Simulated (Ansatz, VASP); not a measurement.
**SiO2 in VASP and in Ansatz**

```
Si O
1.0
     2.68644    0.00000    0.00000
    -1.34322    2.32653    0.00000
     0.00000    0.00000    9.48362
Si O
2 4
Cartesian
  1.3432 0.7755 7.1887
  0.0000 1.5510 2.2949
  0.0000 1.5510 8.1039
  0.0000 0.0000 6.2726
  1.3432 0.7755 1.3797
  0.0000 0.0000 3.2110
```

Alike in both runs: functional PBE; dispersion D3(BJ); k mesh 12 × 12 × 4; occupations gaussian, width 0.02 eV; no spin polarisation.

Ansatz relaxed the structure, and its values are those at the end. VASP's run is a single point on that final structure, the one shown.

```csv
,VASP,Ansatz
version,VASP 6.6.1,Ansatz 0.2.0
potentials or method,"VASP PAW PBE potentials, release 64 (Si, O), cutoff 520 eV","scalar-relativistic, plane waves, PAW"
valence electrons in the cell,32,32
```

|  | VASP | Ansatz | Ansatz less VASP |
| --- | --- | --- | --- |
| gap on the k mesh at the Fermi level (eV) | 6.17 | 6.20 | +0.025 |
| least direct gap on the mesh (eV) | 6.48 | 6.50 | +0.018 |
| pressure (GPa) | 0.5 | 0.0 | -0.49 |
| rms of the force components (eV/Å) | 0.008 | 0.002 | -0.0062 |
